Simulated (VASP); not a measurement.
A run of VASP 6.6.1 is set up as follows.

The input INCAR:

```
SYSTEM = CoSi2
PREC = Accurate ; ENCUT = 520
EDIFF = 1E-6 ; ISMEAR = -5
SIGMA = 0.05 ; LREAL = .FALSE.
LASPH = .TRUE. ; NELM = 150
ALGO = Normal ; ISIF = 2
LWAVE = .FALSE. ; LCHARG = .FALSE.
ISPIN = 2 ; MAGMOM = 4 0 0
LORBIT = 11 ; NUPDOWN = 4.0
LMAXMIX = 4 ; GGA = B5
ALDAX = 1.0 ; AGGAX = 1.0
AGGAC = 1.0 ; ALDAC = 0.0
IVDW = 13 ; VDW_S6 = 1.0
VDW_S8 = 2.34076671 ; VDW_A1 = 0.44488865
VDW_A2 = 4.0933009 ; NBANDS = 20
```

KPOINTS

```
regular mesh
0
G
  9 9 9
  0 0 0
```

POSCAR

```
CoSi2
1.0
    0.0000000000      2.6418063740      2.6418063740
    2.6418063740      0.0000000000      2.6418063740
    2.6418063740      2.6418063740      0.0000000000
Co Si
1 2
Direct
    0.0000000000      0.0000000000      0.0000000000
    0.7500000000      0.7500000000      0.7500000000
    0.2500000000      0.2500000000      0.2500000000
```

Potentials or basis: VASP PAW PBE potentials, release 64 (Co, Si).

The run is started by

```bash
$ cat potpaw_PBE.64/Co/POTCAR potpaw_PBE.64/Si/POTCAR > POTCAR
$ mpirun -np 1 vasp_std > vasp.out
```

(1) Predict the pressure.

(2) Predict the dispersion energy per atom.

## Answers

(1) 42.3 GPa.

(2) -0.929 eV.

Caveat: the PAW data sets were made with another functional, which shifts forces and pressure a little; the total moment is fixed, so each spin has its own Fermi level.
